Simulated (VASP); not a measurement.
# TaN: relaxation of shape and atoms at fixed volume with PBE

The system is TaN.

```xyz
2
Lattice="2.8882 0.0000 0.0000 -1.4441 2.5012 0.0000 0.0000 0.0000 2.8421" Properties=species:S:1:pos:R:3 pbc="T T T"
Ta    0.0000    1.6675    1.4211
N     0.0000    0.0000    0.0000
```

```yaml
Program: VASP 6.6.1
Task: relaxation of shape and atoms at fixed volume
Functional: PBE
Potentials_or_basis: VASP PAW PBE potentials, release 64 (Ta_pv, N)
Cutoff: 600 eV
k_mesh: 18 × 18 × 14
Occupations: gaussian, width 0.1 eV
Spin: no spin polarisation
Dipole_correction: no
Further_INCAR_settings: ALGO = Normal; EDIFF = 1e-06; IBRION = 2; EDIFFG = -0.01; NSW = 50; ISIF = 4
```

The energy gained by relaxing is 0.1 meV/atom and the ionic steps are 3. The pressure after relaxing is 24.6 GPa and the band gap on the k mesh is zero (bands 8 and 9 overlap by 0.30 eV).

Step by step:
```csv
step,energy change (eV),largest force (eV/Å),pressure (GPa),volume (Å³)
1,0.0000,0.0000,24.71,20.53
2,0.0001,0.0000,24.56,20.53
3,-0.0002,0.0000,24.63,20.53
```

Final structure:
```
Ta N
1.0
     2.88602    0.00000    0.00000
    -1.44301    2.49937    0.00000
     0.00000    0.00000    2.84637
Ta N
1 1
Direct
  0.33333 0.66667 0.50000
  0.00000 0.00000 0.00000
```

Levels at points of the mesh, in eV from the Fermi level:
```csv
k point,band 4,band 5,band 6,band 7,band 8,band 9,band 10,band 11,band 12
"(0.00, 0.00, 0.00)",-18.13,-4.72,-4.72,-4.43,-3.00,2.64,3.80,3.80,4.30
"(0.50, 0.00, 0.00)",-15.64,-8.53,-5.47,-3.67,-3.23,3.21,4.38,5.49,5.72
"(0.00, 0.00, 0.50)",-15.22,-9.64,-3.87,-3.87,-0.09,-0.09,2.49,3.53,3.53
"(0.50, 0.00, 0.50)",-16.08,-7.59,-6.37,-5.91,-0.26,4.53,5.79,6.46,7.58
```

Wall time 68 s on 1 thread of AMD EPYC 9R45 96-Core Processor (Zen 5), on a shared host, peak memory 0.19 GiB.

Caveat: spin-orbit coupling is left out, which moves the levels of the heavy elements.
